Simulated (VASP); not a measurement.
The system is MgI2.

```
CELL_PARAMETERS angstrom
0.00000 3.75572 3.75572
3.75572 0.00000 3.75572
3.75572 3.75572 0.00000
ATOMIC_POSITIONS crystal
Mg 0.00000 0.00000 0.00000
I 0.25000 0.25000 0.25000
I 0.75000 0.75000 0.75000
```

Base run:

- Program: VASP 6.6.1
- Functional: PBE
- Potentials or basis: VASP PAW PBE potentials, release 64 (Mg, I)
- Cutoff: 520 eV
- k mesh: 4 × 4 × 4
- Occupations: gaussian, width 0.01 eV
- Spin: no spin polarisation

Its results: band gap on the k mesh 0.58 eV (least direct gap 1.06 eV); pressure 0.2 GPa.

Q: After a change of settings the same cell gave: band gap on the k mesh 7.10 eV (least direct gap 7.27 eV); pressure -2.5 GPa. Which change was it?
A. functional from PBE to PBE-based screened hybrid with 35 % exact exchange
B. functional from PBE to PBE-based global hybrid with 15 % exact exchange
C. functional from PBE to PBE-based global hybrid with 100 % exact exchange

A: C.

Caveats: the structure was generated, so it needn't be the stable form of MgI2; spin-orbit coupling is left out, which moves the levels of the heavy elements; semilocal functionals underestimate gaps, and a narrow one can read as zero (at least some runs); the PAW data sets were made with another functional, which shifts forces and pressure a little (at least some runs).
